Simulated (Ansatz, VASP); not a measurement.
**C in VASP and in Ansatz**

```xyz
2
Lattice="0.0000 1.7834 1.7834 1.7834 0.0000 1.7834 1.7834 1.7834 0.0000" Properties=species:S:1:pos:R:3 pbc="T T T"
C     2.6751    2.6751    2.6751
C     1.7834    1.7834    1.7834
```

Alike in both runs: task single point; functional PBE; k mesh 13 × 13 × 13; occupations gaussian, width 0.016 eV; no spin polarisation.

|  | VASP | Ansatz |
| --- | --- | --- |
| version | VASP 6.6.1 | Ansatz 0.2.0 |
| potentials or method | VASP PAW PBE potentials, release 64 (C), cutoff 520 eV | all-electron LAPW, scalar-relativistic |

```tsv
	VASP	Ansatz	Ansatz less VASP
gap on the k mesh at the Fermi level (eV)	4.14	4.15	+0.009
least direct gap on the mesh (eV)	5.59	5.60	+0.010
pressure (GPa)	2.5	1.8	-0.70
```

Ansatz ran all-electron here, and VASP with PAW potentials.
